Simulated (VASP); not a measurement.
Au: single point with PBEsol

The system is Au.

```xyz
2
Lattice="1.4207 -2.5729 0.0000 1.4207 2.5729 0.0000 0.0000 0.0000 4.9256" Properties=species:S:1:pos:R:3 pbc="T T T"
Au    1.4207    0.8507    1.2314
Au    1.4207   -0.8507    3.6942
```

This cell differs from its parent crystal: volume scaled by 1.02.

```yaml
Program: VASP 6.6.1
Task: single point
Functional: PBEsol
Potentials_or_basis: VASP PAW PBE potentials, release 64 (Au)
Cutoff: 520 eV
k_mesh: 11 × 11 × 6
Occupations: fermi-dirac, width 0.05 eV
Spin: no spin polarisation
Dipole_correction: no
Further_INCAR_settings: ALGO = Normal; EDIFF = 1e-06; NBANDS = 18
```

- Pressure: -8.1 GPa
- Largest force: 0.013 eV/Å
- Band gap on the k mesh: zero (band 11 reaches 11.97 eV, above the bottom of band 12 at 5.91 eV)

Forces in eV/Å, atoms in the order of the input:
```
Au   0.000 -0.013  0.000
Au   0.000  0.013  0.000
```

Stress tensor (GPa, compression positive):
```
-5.87  0.00  0.00
 0.00 -9.51  0.00
 0.00  0.00 -8.92
```

Levels at points of the mesh, in eV from the Fermi level:
| k point | band 7 | band 8 | band 9 | band 10 | band 11 | band 12 | band 13 | band 14 | band 15 | band 16 |
| --- | --- | --- | --- | --- | --- | --- | --- | --- | --- | --- |
| (0.00, 0.00, 0.00) | -3.70 | -3.34 | -3.17 | -2.09 | -2.01 | -0.95 | 2.35 | 14.58 | 15.53 | 16.71 |
| (0.00, 0.00, 0.50) | -4.00 | -4.00 | -2.54 | -2.54 | -2.39 | -2.39 | 10.09 | 10.09 | 14.90 | 14.90 |

Wall time 60 s on 1 thread of Intel(R) Xeon(R) Platinum 8175M CPU @ 2.50GHz (Skylake/Cascade Lake), with other jobs on the host, peak memory 0.21 GiB.

Caveat: the PAW data sets were made with another functional, which shifts forces and pressure a little; spin-orbit coupling is left out, which moves the levels of the heavy elements.
